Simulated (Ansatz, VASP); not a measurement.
## Two plane-wave programs on TaH

```xyz
2
Lattice="2.7780 0.0000 0.0000 0.0000 2.7780 0.0000 0.0000 0.0000 2.7780" Properties=species:S:1:pos:R:3 pbc="T T T"
Ta    1.3890    1.3890    1.3890
H     0.0000    0.0000    0.0000
```

Change from the starting cell: species swapped into the TiPt type (Pm-3m, No. 221).

Alike in both runs: functional PBE; k mesh 7 × 7 × 7; occupations gaussian, width 0.2 eV; no spin polarisation.

Ansatz relaxed the structure, and its values are those at the end. VASP's run is a single point on that final structure, the one shown.

|  | VASP | Ansatz |
| --- | --- | --- |
| version | VASP 6.6.1 | Ansatz 0.2.0 |
| potentials or method | VASP PAW PBE potentials, release 64 (Ta_pv, H), cutoff 500 eV | scalar-relativistic, plane waves, PAW |
| valence electrons in the cell | 12 | 14 |

Ansatz gave:

* gap on the k mesh at the Fermi level (eV): none
* pressure (GPa): -0.1

What did VASP give for the same quantities?

gap on the k mesh at the Fermi level (eV): none; pressure (GPa): 0.0.

A gap of «none» marks a metal or a gap that the smearing closes. VASP's potentials hold 12 valence electrons a cell and Ansatz's 14, so a difference there can come from the potentials and not from the codes.

Spin-orbit coupling is off throughout.
